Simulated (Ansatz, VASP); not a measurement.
MgS: VASP beside Ansatz

The input POSCAR:

```
MgS
1.0
    0.0000000000      2.6015177399      2.6015177399
    2.6015177399      0.0000000000      2.6015177399
    2.6015177399      2.6015177399      0.0000000000
Mg S
1 1
Direct
    0.0000000000      0.0000000000      0.0000000000
    0.5000000000      0.5000000000      0.5000000000
```

INCAR.step1

```
  PREC = Accurate
  ENCUT = 520
  ISMEAR = 0
  SIGMA = 0.01
  LREAL = False
  LASPH = True
  NELM = 60
  NBANDS = 11
  GGA = PE
  ALGO = Normal
  EDIFF = 1E-4
  LWAVE = True
  LCHARG = False
```

The input INCAR.step2:

```
  PREC = Accurate
  ENCUT = 520
  EDIFF = 1E-7
  ISMEAR = 0
  SIGMA = 0.01
  LREAL = False
  LASPH = True
  NELM = 60
  ALGO = Normal
  ISIF = 2
  LWAVE = False
  LCHARG = False
  METAGGA = R2SCAN
  LMIXTAU = True
  LUSE_VDW = True
  IVDW_NL = 2
  BPARAM = 11.95
  CPARAM = 0.0093
  NBANDS = 11
  ISTART = 1
```

KPOINTS

```
Automatic mesh
0
Gamma
  6 6 6
```

Input for Ansatz:

```yaml
crystal:
  lattice:
    - [0.0, 2.6015177399, 2.6015177399]
    - [2.6015177399, 0.0, 2.6015177399]
    - [2.6015177399, 2.6015177399, 0.0]
  atoms:
    - { symbol: Mg, position: [0.0, 0.0, 0.0] }
    - { symbol: S, position: [0.5, 0.5, 0.5] }
kpoints:
  mp_grid: { grid: [6, 6, 6] }
hamiltonian:
  xc: r2scan
  dispersion: rvv10
scf:
  occupations: { method: fixed }
  n_extra_bands: 4
output:
  forces: true
  stress: true
  eigenvalues: true
```

Alike in both runs: task single point; functional r2SCAN; dispersion rVV10; k mesh 6 × 6 × 6; no spin polarisation.

|  | VASP | Ansatz |
| --- | --- | --- |
| version | VASP 6.6.1 | Ansatz 0.2.0 |
| potentials or method | VASP PAW PBE potentials, release 64 (Mg, S) | plane waves |
| plane-wave cutoff (eV) | 520 | 500 |
| occupations | gaussian, width 0.01 eV | fixed |
| valence electrons in the cell | 8 | 16 |

```csv
,VASP,Ansatz,Ansatz less VASP
gap on the k mesh at the Fermi level (eV),3.41,3.43,+0.029
pressure (GPa),-1.0,-0.6,+0.42
```

VASP's potentials were made for PBE, not for r2SCAN. VASP's potentials hold 8 valence electrons a cell and Ansatz's 16, so a difference there can come from the potentials and not from the codes.
